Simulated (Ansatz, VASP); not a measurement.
## Two plane-wave programs on Bi

The input POSCAR:

```
Bi
1.0
    2.2973389482      1.3263692602      3.9898217322
   -2.2973389482      1.3263692602      3.9898217322
    0.0000000000     -2.6527385203      3.9898217322
Bi
2
Direct
    0.7660000000      0.7660000000      0.7660000000
    0.2340000000      0.2340000000      0.2340000000
```

INCAR.step1

```
ALGO = Normal
EDIFF = 1E-4
ENCUT = 520
GGA = PE
ISMEAR = -1
LASPH = True
LCHARG = False
LREAL = False
LWAVE = True
NBANDS = 22
NELM = 80
PREC = Accurate
SIGMA = 0.05
```

Contents of INCAR.step2:

```
ALGO = Normal
EDIFF = 1E-6
ENCUT = 520
ISIF = 2
ISMEAR = -1
ISTART = 1
LASPH = True
LCHARG = False
LMIXTAU = True
LREAL = False
LWAVE = False
METAGGA = R2SCAN
NBANDS = 22
NELM = 80
PREC = Accurate
SIGMA = 0.05
```

Contents of KPOINTS:

```
k-points
0
Gamma
  7 7 7
```

input.yaml

```yaml
crystal:
  lattice:
    - [2.2973389482, 1.3263692602, 3.9898217322]
    - [-2.2973389482, 1.3263692602, 3.9898217322]
    - [0.0, -2.6527385203, 3.9898217322]
  atoms:
    - { symbol: Bi, position: [0.766, 0.766, 0.766] }
    - { symbol: Bi, position: [0.234, 0.234, 0.234] }
hamiltonian:
  xc: r2scan
  pseudopotentials: { kind: paw }
kpoints:
  mp_grid: { grid: [7, 7, 7] }
scf:
  occupations: { method: fermi_dirac, width: 0.05 }
output:
  forces: true
  stress: true
  eigenvalues: true
  write_density: true
  write_potential: true
  elf: true
  volumetric_format: npy
```

Alike in both runs: task single point; functional r2SCAN; k mesh 7 × 7 × 7; occupations fermi-dirac, width 0.05 eV; no spin polarisation.

```csv
,VASP,Ansatz
version,VASP 6.6.1,Ansatz 0.2.0
potentials or method,"VASP PAW PBE potentials, release 64 (Bi_d)",Ansatz PAW
plane-wave cutoff (eV),520,500
valence electrons in the cell,30,30
```

Ansatz gave:

* gap on the k mesh at the Fermi level (eV): 0.27
* least direct gap on the mesh (eV): 0.56
* pressure (GPa): -0.7
* traceless stress, the component that is largest in VASP (GPa): 0.36
* rms of the force components (eV/Å): 0.090

Problem. Which values does VASP return?

Solution. gap on the k mesh at the Fermi level (eV): 0.27; least direct gap on the mesh (eV): 0.56; pressure (GPa): -0.7; traceless stress, the component that is largest in VASP (GPa): 0.36; rms of the force components (eV/Å): 0.086.

VASP's potentials were made for PBE, not for r2SCAN. Atom by atom the forces differ by 0.004 eV/Å (rms over components). The functional is the same, so the differences come from potentials, cutoffs and numerics.

Neither program's run includes spin-orbit coupling. Noted on Ansatz's run: odd divisions of the mesh miss points on the zone boundary, where band edges often lie, so the gap on the mesh can be too wide.
